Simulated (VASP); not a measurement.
Input of a VASP 6.6.1 run:

Contents of INCAR:

```
PREC = Accurate
ENCUT = 520
EDIFF = 1E-6
ISMEAR = -1
SIGMA = 0.05
LREAL = F
LASPH = T
NELM = 60
ALGO = Normal
ISIF = 2
LWAVE = F
LCHARG = T
GGA = PS
LELF = T
LVHAR = T
NBANDS = 21
```

File KPOINTS:

```
Automatic mesh
0
Gamma
  9 9 5
```

POSCAR

```
Pb
1.0
    3.2754715686      0.0000000000      0.0000000000
   -1.6377357843      2.8366415877      0.0000000000
    0.0000000000      0.0000000000      5.5582324055
Pb
2
Direct
    0.6666666667      0.3333333333      0.7500000000
    0.3333333333      0.6666666667      0.2500000000
```

Potentials or basis: VASP PAW PBE potentials, release 64 (Pb_d).

Command:

```bash
$ cat potpaw_PBE.64/Pb_d/POTCAR > POTCAR
$ mpirun -np 1 vasp_std > vasp.out
```

(1) What does it give for the pressure?

(2) Predict the band gap on the k mesh.

Results:

(1) 9.9 GPa.

(2) zero (band 14 reaches 16.07 eV, above the bottom of band 15 at 6.68 eV).

Caveat: the PAW data sets were made with another functional, which shifts forces and pressure a little; spin-orbit coupling is left out, which moves the levels of the heavy elements.
